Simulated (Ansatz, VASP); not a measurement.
Two plane-wave programs on SiC

File POSCAR:

```
SiC
1.0
    4.3562899735      0.0000000000      0.0000000000
    0.0000000000      2.1781449867     -2.1781449867
    1.3068869920      6.5344349602      6.5344349602
Si C
6 6
Direct
   -0.0749950000      0.0000000000      0.2499833333
    0.3750050000      0.5000000000      0.4166500000
   -0.1749950000      0.0000000000      0.5833166667
    0.2750050000      0.5000000000      0.7499833333
   -0.2749950000      0.0000000000      0.9166500000
    0.4750050000      0.5000000000      0.0833166667
    0.6250050000      0.0000000000      0.4166500000
    0.0750050000      0.5000000000      0.5833166667
    0.5250050000      0.0000000000      0.7499833333
   -0.0249950000      0.5000000000      0.9166500000
    0.7250050000      0.0000000000      0.0833166667
    0.1750050000      0.5000000000      0.2499833333
```

INCAR.step1

```
SYSTEM = SiC
PREC = Accurate
ENCUT = 660
ISMEAR = 0
SIGMA = 0.05
LREAL = .False.
LASPH = .True.
NELM = 120
NBANDS = 36
GGA = PE
ALGO = Normal
EDIFF = 1E-5
LWAVE = .True.
LCHARG = .False.
GGA_COMPAT = .False.
```

INCAR.step2

```
SYSTEM = SiC
PREC = Accurate
ENCUT = 660
EDIFF = 1E-6
ISMEAR = 0
SIGMA = 0.05
LREAL = .False.
LASPH = .True.
NELM = 120
ALGO = Normal
ISIF = 2
LWAVE = .False.
LCHARG = .False.
METAGGA = R2SCAN
LMIXTAU = .True.
NBANDS = 36
ISTART = 1
GGA_COMPAT = .False.
```

KPOINTS

```
regular mesh
0
Gamma
  6 9 3
  0 0 0
```

Input for Ansatz:

```yaml
crystal:
  lattice:
    - [4.3562899735, 0.0, 0.0]
    - [0.0, 2.1781449867, -2.1781449867]
    - [1.306886992, 6.5344349602, 6.5344349602]
  atoms:
    - { symbol: Si, position: [-0.074995, 0.0, 0.2499833333] }
    - { symbol: Si, position: [0.375005, 0.5, 0.41665] }
    - { symbol: Si, position: [-0.174995, 0.0, 0.5833166667] }
    - { symbol: Si, position: [0.275005, 0.5, 0.7499833333] }
    - { symbol: Si, position: [-0.274995, 0.0, 0.91665] }
    - { symbol: Si, position: [0.475005, 0.5, 0.0833166667] }
    - { symbol: C, position: [0.625005, 0.0, 0.41665] }
    - { symbol: C, position: [0.075005, 0.5, 0.5833166667] }
    - { symbol: C, position: [0.525005, 0.0, 0.7499833333] }
    - { symbol: C, position: [-0.024995, 0.5, 0.91665] }
    - { symbol: C, position: [0.725005, 0.0, 0.0833166667] }
    - { symbol: C, position: [0.175005, 0.5, 0.2499833333] }
basis:
  ecutwfc: 500
kpoints:
  mp_grid: { grid: [6, 9, 3] }
hamiltonian:
  xc: r2scan
scf:
  occupations: { method: gaussian, width: 0.05 }
output:
  forces: true
  stress: true
  eigenvalues: true
```

Alike in both runs: task single point; functional r2SCAN; k mesh 6 × 9 × 3; occupations gaussian, width 0.05 eV; no spin polarisation.

```csv
,VASP,Ansatz
version,VASP 6.6.1,Ansatz 0.2.0
potentials or method,"VASP PAW PBE potentials, release 64 (Si, C), cutoff 660 eV","scalar-relativistic, plane waves, PAW"
valence electrons in the cell,48,48
```

|  | VASP | Ansatz | Ansatz less VASP |
| --- | --- | --- | --- |
| gap on the k mesh at the Fermi level (eV) | none | none | - |
| pressure (GPa) | 11.1 | 11.5 | +0.42 |
| traceless stress, the component that is largest in VASP (GPa) | -12.66 | -12.76 | -0.099 |
| rms of the force components (eV/Å) | 2.909 | 2.929 | +0.0201 |

VASP's potentials were made for PBE, not for r2SCAN. Atom by atom the forces differ by 0.025 eV/Å (rms over components). A gap of «none» marks a metal or a gap that the smearing closes.
